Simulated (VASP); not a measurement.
# Be2Si (I4/mmm) in VASP: notebook, part 2 of 2

VASP 6.6.1. The steps go on from the part before.

## 3. Relaxation of the atoms, PBE

This run uses another cell than the first one, of 12.14 Å³/atom, 1.010 times its volume.

Contents of INCAR:

```
SYSTEM = Be2Si
PREC     = Accurate       ! precision mode
ENCUT    = 520            ! plane-wave cutoff, eV
EDIFF    = 1E-7           ! SCF threshold, eV
ISMEAR   = -1             ! smearing method
SIGMA    = 0.05           ! smearing width, eV
LREAL    = .FALSE.        ! projectors in reciprocal space
LASPH    = .TRUE.         ! aspherical terms in the spheres
NELM     = 60             ! most SCF steps
ALGO     = Normal         ! electronic algorithm
ISIF     = 2              ! what is computed and relaxed
LWAVE    = .FALSE.        ! write WAVECAR
LCHARG   = .FALSE.        ! write CHGCAR
GGA      = PE             ! functional
IBRION   = 2              ! ionic algorithm
NSW      = 60             ! ionic steps
EDIFFG   = -0.01          ! ionic threshold
```

Contents of KPOINTS:

```
regular mesh
0
G
  7 7 7
  0 0 0
```

Contents of POSCAR:

```
Be2Si
1.0
    0.0000000000      2.6400000000      2.6136000000
    2.6400000000      0.0000000000      2.6136000000
    2.6400000000      2.6400000000      0.0000000000
Si Be
1 2
Direct
    0.0000000000      0.0000000000      0.0000000000
    0.2500000000      0.2500000000      0.2500000000
    0.7500000000      0.7500000000      0.7500000000
```

Potentials or basis: VASP PAW PBE potentials, release 64 (Si, Be).

Run with:

```sh
$ cat potpaw_PBE.64/Si/POTCAR potpaw_PBE.64/Be/POTCAR > POTCAR
$ mpirun -np 1 vasp_std > vasp.out
```

OUTCAR:

```text
SYSTEM = Be2Si
   PREC = Accurate
   ENCUT = 520
   EDIFF = 1E-7
   ISMEAR = -1
   LREAL = .FALSE.
   LASPH = .TRUE.
   NELM = 60
   ISIF = 2
   GGA = PE
   IBRION = 2
   NSW = 60
   EDIFFG = -0.01

 ion  position               nearest neighbor table
   1  0.000  0.000  0.000-   3 2.28   3 2.28   3 2.28   2 2.28   3 2.28   2 2.28   2 2.28   2 2.28

   2  0.250  0.250  0.250-   1 2.28   1 2.28   1 2.28   1 2.28
   3  0.750  0.750  0.750-   1 2.28   1 2.28   1 2.28   1 2.28

  LATTYP: Found a body centered tetragonal cell.
 ALAT       =     3.7335238047
 C/A-ratio  =     1.4000714267

  Lattice vectors:

 A1 = (   0.0000000000,  -2.6400000000,  -2.6136000000)
 A2 = (   0.0000000000,   2.6400000000,  -2.6136000000)
 A3 = (   2.6400000000,   0.0000000000,   2.6136000000)

Analysis of symmetry for initial positions (statically):
=====================================================================
 Subroutine PRICEL returns:
 Original cell was already a primitive cell.

 Routine SETGRP: Setting up the symmetry group for a
 body centered tetragonal supercell.

 Subroutine GETGRP returns: Found 16 space group operations
 (whereof 16 operations were pure point group operations)
 out of a pool of 16 trial point group operations.

The static configuration has the point symmetry D_4h.

Analysis of symmetry for dynamics (positions and initial velocities):
=====================================================================
 Subroutine PRICEL returns:
 Original cell was already a primitive cell.

 Routine SETGRP: Setting up the symmetry group for a
 body centered tetragonal supercell.

 Subroutine GETGRP returns: Found 16 space group operations
 (whereof 16 operations were pure point group operations)
 out of a pool of 16 trial point group operations.

The dynamic configuration has the point symmetry D_4h.

 Subroutine INISYM returns: Found 16 space group operations
 (whereof 16 operations are pure point group operations),
 and found     1 'primitive' translations

----------------------------------------------------------------------------------------

                                     Primitive cell

  volume of cell :      36.4315

  direct lattice vectors                    reciprocal lattice vectors
     0.000000000  2.640000000  2.613600000    -0.189393939  0.189393939  0.191307009
     2.640000000  0.000000000  2.613600000     0.189393939 -0.189393939  0.191307009
     2.640000000  2.640000000  0.000000000     0.189393939  0.189393939 -0.191307009

  length of vectors
     3.714903089  3.714903089  3.733523805     0.329148144  0.329148144  0.329148144

  position of ions in fractional coordinates (direct lattice)
     0.000000000  0.000000000  0.000000000
     0.250000000  0.250000000  0.250000000
     0.750000000  0.750000000  0.750000000

  ion indices of the primitive-cell ions
   primitive index   ion index
                 1           1
                 2           2
                 3           3

----------------------------------------------------------------------------------------

 KPOINTS: regular mesh

Automatic generation of k-mesh.
 Grid dimensions read from file:
 generate k-points for:    7    7    7

 Generating k-lattice:

  Cartesian coordinates                     Fractional coordinates (reciprocal lattice)
    -0.027056277  0.027056277  0.027329573     0.142857143  0.000000000  0.000000000
     0.027056277 -0.027056277  0.027329573     0.000000000  0.142857143  0.000000000
     0.027056277  0.027056277 -0.027329573     0.000000000  0.000000000  0.142857143

  Length of vectors
     0.047021163  0.047021163  0.047021163

  Shift w.r.t. Gamma in fractional coordinates (k-lattice)
     0.000000000  0.000000000  0.000000000

 Subroutine IBZKPT returns following result:
 ===========================================

 Found     40 irreducible k-points:

 Following reciprocal coordinates:
            Coordinates               Weight
  0.000000  0.000000  0.000000      1.000000
  0.142857  0.000000  0.000000      8.000000
  0.285714  0.000000  0.000000      8.000000
  0.428571  0.000000  0.000000      8.000000
  0.142857  0.142857  0.000000      2.000000
  0.285714  0.142857  0.000000      8.000000
[... 16 lines left out ...]
  0.428571  0.285714  0.142857      8.000000
 -0.428571  0.285714  0.142857     16.000000
 [... further k-points ...]
   k-points           NKPTS =     40   k-points in BZ     NKDIM =     40   number of bands    NBANDS=      8
   number of dos      NEDOS =    301   number of ions     NIONS =      3
   total plane-waves  NPLWV =  21952
   dimension x,y,z NGX =    28 NGY =   28 NGZ =   28
   dimension x,y,z NGXF=    56 NGYF=   56 NGZF=   56
   ions per type =               1   2
   NGX,Y,Z   is equivalent  to a cutoff of  12.53, 12.53, 12.47 a.u.
   NGXF,Y,Z  is equivalent  to a cutoff of  25.06, 25.06, 24.94 a.u.
 SYSTEM =  Be2Si
   PREC   = accura    normal or accurate (medium, high low for compatibility)
   ISTART =      0    job   : 0-new  1-cont  2-samecut
   ICHARG =      2    charge: 1-file 2-atom 10-const
   ISPIN  =      1    spin polarized calculation?
   LNONCOLLINEAR =      F non collinear calculations
   LSORBIT =      F    spin-orbit coupling
   LASPH  =      T    aspherical Exc in radial PAW
   ENCUT  =  520.0 eV  38.22 Ry    6.18 a.u.   6.91  6.91  6.94*2*pi/ulx,y,z
   NELM   =     60;   NELMIN=  2; NELMDL= -5     # of ELM steps
   EDIFF  = 0.1E-06   stopping-criterion for ELM
   LREAL  =      F    real-space projection
   EDIFFG = -.1E-01   stopping-criterion for IOM
   NSW    =     60    number of steps for IOM
   IBRION =      2    ionic relax: 0-MD 1-quasi-New 2-CG
   NFREE  =      1    steps in history (QN), initial steepest desc. (CG)
   ISIF   =      2    stress and relaxation
   ISYM   =      2    0-nonsym 1-usesym 2-fastsym
   POTIM  = 0.5000    time-step for ionic-motion
   TEBEG  =    0.0;   TEEND  =   0.0 temperature during run
   PSTRESS=    0.0 pullay stress
   NELECT =       8.0000    total number of electrons
   NUPDOWN=      -1.0000    fix difference up-down
   EMIN   =  10.00;   EMAX   =-10.00  energy-range for DOS
   EFERMI =   0.00;   METHOD = LEGACY
   ISMEAR =    -1;   SIGMA  =   0.05  broadening in eV -4-tet -1-fermi 0-gaus
   EFERMI_NEDOS =   21; number of points for ismear=-14 and -15
   IALGO  =     38    algorithm
   IMIX   =      4    mixing-type and parameters
     AMIX     =   0.40;   BMIX     =  1.00
     AMIX_MAG =   1.60;   BMIX_MAG =  1.00
  volume/ion in A,a.u.               =      12.14        81.95
  Fermi-wavevector in a.u.,A,eV,Ry     =   0.987671  1.866428 13.272414  0.975495
  Thomas-Fermi vector in A             =   2.119142
   LORBIT       =      0    0 simple, 1 ext, 2 COOP (PROOUT), +10 PAW based schemes
   GGA     = PE    functional components
   LHFCALC =     F    Hartree Fock is set to
   AEXX    =    0.0000 exact exchange contribution
   IVDW    =     0    specifies the selected vdW correction
   LEPSILON=     F    determine dielectric tensor
   LRPA    =     F    only Hartree local field effects (RPA)
 conjugate gradient relaxation of ions
 non-spin polarized calculation
  energy-cutoff  :      520.00
  volume of cell :       36.43
 maximum number of plane-waves:       998
   NGX = 13   NGY = 13   NGZ = 13

 number of electron       8.0000000 magnetization

 Free energy of the ion-electron system (eV)
  ---------------------------------------------------
  ext. energy  EPLUGINS =         0.00000000
  ---------------------------------------------------
  free energy    TOTEN  =       -12.23439736 eV

  energy without entropy =      -12.22983692  energy(sigma->0) =      -12.23211714

 E-fermi :   6.7469     XC(G=0):  -9.9990

 val. band max:        6.7117136184   @ k =   0.2857   0.2857   0.0000
 cond. band min:       6.7718746018   @ k =  -0.1429   0.0000   0.1429
 fundamental gap:      0.0601609835
 Fermi energy:         6.7469247295

 k-point     1 :       0.0000    0.0000    0.0000
  band No.  band energies     occupation
      1      -5.3323      2.00000
      2       7.1307      0.00093
      3       7.1941      0.00026
      4       7.1941      0.00026
      5       7.5786      0.00000
      6       7.5786      0.00000
      7       7.6644      0.00000
      8      12.9621      0.00000
[... 243 lines left out ...]
 k-point    24 :      -0.4286    0.2857    0.1429
  band No.  band energies     occupation
      1      -2.5546      2.00000
      2       0.4216      2.00000
      3       2.5279      2.00000
      4       3.6031      2.00000
      5       8.7800      0.00000
      6       9.4130      0.00000
      7      11.7191      0.00000
      8      12.8085      0.00000

 [... further k-points ...]
[... 5 lines left out ...]
  --------------------------------------------------------------------------------------
  -------------------------------------------------------------------------------------
  Total        0.2719695      0.2719695      0.3286509      0.0000000     -0.0000000      0.0000000
  in kB       11.9606228     11.9606228     14.4533459      0.0000000     -0.0000000      0.0000000
  external PRESSURE =      12.7915305 kB  Pullay stress =       0.0000000 kB

 VOLUME and BASIS-vectors are now :
 -----------------------------------------------------------------------------
  energy-cutoff  :      520.00
  volume of cell :       36.43
      direct lattice vectors                 reciprocal lattice vectors
     0.000000000  2.640000000  2.613600000    -0.189393939  0.189393939  0.191307009
     2.640000000  0.000000000  2.613600000     0.189393939 -0.189393939  0.191307009
     2.640000000  2.640000000  0.000000000     0.189393939  0.189393939 -0.191307009

 POSITION                                       TOTAL-FORCE (eV/Angst)
 -----------------------------------------------------------------------------------
      0.00000      0.00000      0.00000        -0.000000      0.000000      0.000000
      1.32000      1.32000      1.30680        -0.000000     -0.000000      0.000000
      3.96000      3.96000      3.92040         0.000000      0.000000     -0.000000
 -----------------------------------------------------------------------------------
    total drift:                               -0.000000     -0.000000     -0.000000

  FREE ENERGIE OF THE ION-ELECTRON SYSTEM (eV)
  ---------------------------------------------------
  free  energy   TOTEN  =       -12.2343973610 eV

  energy  without entropy=      -12.2298369176  energy(sigma->0) =      -12.23211714

 reached required accuracy - stopping structural energy minimisation
```

Run time: 20 s. Hardware: 1 thread of AMD EPYC 7R43 (Zen 3), shared host; peak memory 0.12 GiB.

What came out:

```yaml
Free_energy: -12.2344 eV
Pressure_after_relaxing: 1.3 GPa
Band_gap_on_the_k_mesh: zero (band 4 reaches 7.19 eV, above the bottom of band 5 at 6.52 eV)
```

Final structure:
```
CELL_PARAMETERS angstrom
0.00000 2.64000 2.61360
2.64000 0.00000 2.61360
2.64000 2.64000 0.00000
ATOMIC_POSITIONS crystal
Si 0.00000 0.00000 0.00000
Be 0.25000 0.25000 0.25000
Be 0.75000 0.75000 0.75000
```

Caveat: the relaxation stopped at its first step, so nothing moved.

## 4. Relaxation of the atoms, PBE

This run uses another cell than the first one, of 12.39 Å³/atom, 1.031 times its volume.

Contents of INCAR:

```
ALGO = Fast
EDIFF = 1E-6
EDIFFG = -0.01
ENCUT = 520
GGA = PE
IBRION = 2
ISIF = 2
ISMEAR = -1
LASPH = True
LCHARG = False
LREAL = False
LWAVE = False
NELM = 80
NSW = 60
PREC = Accurate
SIGMA = 0.05
```

Contents of KPOINTS:

```
k-points
0
Gamma
  7 7 7
```

Contents of POSCAR:

```
Be2Si
1.0
    0.0000000000      2.6400000000      2.6664000000
    2.6400000000      0.0000000000      2.6664000000
    2.6400000000      2.6400000000      0.0000000000
Si Be
1 2
Direct
    0.0000000000      0.0000000000      0.0000000000
    0.2500000000      0.2500000000      0.2500000000
    0.7500000000      0.7500000000      0.7500000000
```

Run with:

```sh
$ cat potpaw_PBE.64/Si/POTCAR potpaw_PBE.64/Be/POTCAR > POTCAR
$ mpirun -np 1 vasp_std > vasp.out
```

Run time: 16 s. Hardware: 1 thread of AMD EPYC 7R43 (Zen 3), shared host; peak memory 0.11 GiB.

It converged, with:

```yaml
Free_energy: -12.2356 eV
Pressure_after_relaxing: -0.7 GPa
Band_gap_on_the_k_mesh: zero (band 4 reaches 7.06 eV, above the bottom of band 5 at 6.35 eV)
```

Stress tensor (GPa, compression positive):
```
-0.62  0.00  0.00
 0.00 -0.62  0.00
 0.00  0.00 -0.96
```

Final structure:
```
Si Be
1.0
     0.00000    2.64000    2.66640
     2.64000    0.00000    2.66640
     2.64000    2.64000    0.00000
Si Be
1 2
Direct
  0.00000 0.00000 0.00000
  0.25000 0.25000 0.25000
  0.75000 0.75000 0.75000
```

Levels at points of the mesh, in eV from the Fermi level:
```
           k point  band 1  band 2  band 3  band 4  band 5  band 6  band 7  band 8
(0.00, 0.00, 0.00)  -11.94    0.44    0.44    0.50    0.78    0.87    0.87    6.02
```

Caveat: the relaxation stopped at its first step, so nothing moved.

## 5. Overview

| cell | gap on the mesh (eV) | pressure (GPa) |
| --- | --- | --- |
| atoms relaxed from a = 3.696, b = 3.696, c = 3.734 Å, angles 59.7, 59.7, 60.7°, 3 atoms | none | 2.3 |
| atoms relaxed from a = 3.715, b = 3.715, c = 3.734 Å, angles 59.8, 59.8, 60.3°, 3 atoms | none | 1.3 |
| atoms relaxed from a = 3.752, b = 3.752, c = 3.734 Å, angles 60.2, 60.2, 59.7°, 3 atoms | none | -0.7 |

Alike in all rows: task relaxation of the atoms; level PBE; potentials or basis VASP PAW PBE potentials, release 64 (Si, Be); no spin polarisation; k mesh 7 × 7 × 7; cutoff (eV) 520; smearing fermi-dirac 0.05 eV.

Caveats: the relaxation stopped at its first step, so nothing moved.

Total energies depend on the potentials used, so only differences within one code and one set of settings carry meaning.
